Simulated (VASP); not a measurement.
Here is a VASP 6.6.1 calculation.

INCAR

```
PREC = Accurate ; ENCUT = 520
EDIFF = 1E-6 ; ISMEAR = 0
SIGMA = 0.1 ; LREAL = F
LASPH = T ; NELM = 80
ALGO = Fast ; ISIF = 2
LWAVE = F ; LCHARG = F
GGA = PE ; NBANDS = 20
```

The input KPOINTS:

```
Automatic mesh
0
Gamma
  6 6 6
```

POSCAR

```
Ti2Al
1.0
    4.1621102400      0.0000000000      0.0000000000
   -2.0810551200      3.6044932000      0.0000000000
    0.0000000000      0.0000000000      2.8906563700
Ti Al
2 1
Direct
    0.3333333300      0.6666666700      0.4300000100
    0.6666666700      0.3333333300      0.5699999900
    0.0000000000      0.0000000000      0.0000000000
```

Potentials or basis: VASP PAW PBE potentials, release 64 (Ti_sv, Al).

Launch:

```sh
$ cat potpaw_PBE.64/Ti_sv/POTCAR potpaw_PBE.64/Al/POTCAR > POTCAR
$ mpirun -np 1 vasp_std > vasp.out
```

(1) What does it give for the pressure?

(2) Predict the band gap on the k mesh.

(3) Predict the largest force.

Answers

(1) 17.6 GPa.

(2) zero (an odd number of electrons rules out a gap without spin polarisation).

(3) 0.632 eV/Å.

Caveat: the k points lie up to 0.36 Å⁻¹ apart, too coarse for converged energies and pressures of a metal.
